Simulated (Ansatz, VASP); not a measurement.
NiO2: VASP beside Ansatz

```xyz
3
Lattice="2.7135 0.0000 0.0000 -1.3567 2.3500 0.0000 0.0000 0.0000 5.2343" Properties=species:S:1:pos:R:3 pbc="T T T"
Ni    0.0000    0.0000    2.6172
O     1.3567    0.7833    3.4679
O     0.0000    1.5666    1.7665
```

Alike in both runs: task single point; functional PBEsol; k mesh 12 × 12 × 6; occupations gaussian, width 0.05 eV; no spin polarisation.

|  | VASP | Ansatz |
| --- | --- | --- |
| version | VASP 6.6.1 | Ansatz 0.2.0 |
| potentials or method | VASP PAW PBE potentials, release 64 (Ni_sv_GW, O), cutoff 700 eV | scalar-relativistic, plane waves, PAW |
| valence electrons in the cell | 30 | 30 |

|  | VASP | Ansatz | Ansatz less VASP |
| --- | --- | --- | --- |
| gap on the k mesh at the Fermi level (eV) | 1.26 | 1.27 | +0.012 |
| least direct gap on the mesh (eV) | 1.67 | 1.68 | +0.008 |
| pressure (GPa) | 26.4 | 26.3 | -0.05 |
| traceless stress, the component that is largest in VASP (GPa) | -5.31 | -4.60 | +0.715 |
| rms of the force components (eV/Å) | 1.284 | 1.256 | -0.0279 |

VASP's potentials were made for PBE, not for PBEsol. Atom by atom the forces differ by 0.028 eV/Å (rms over components).
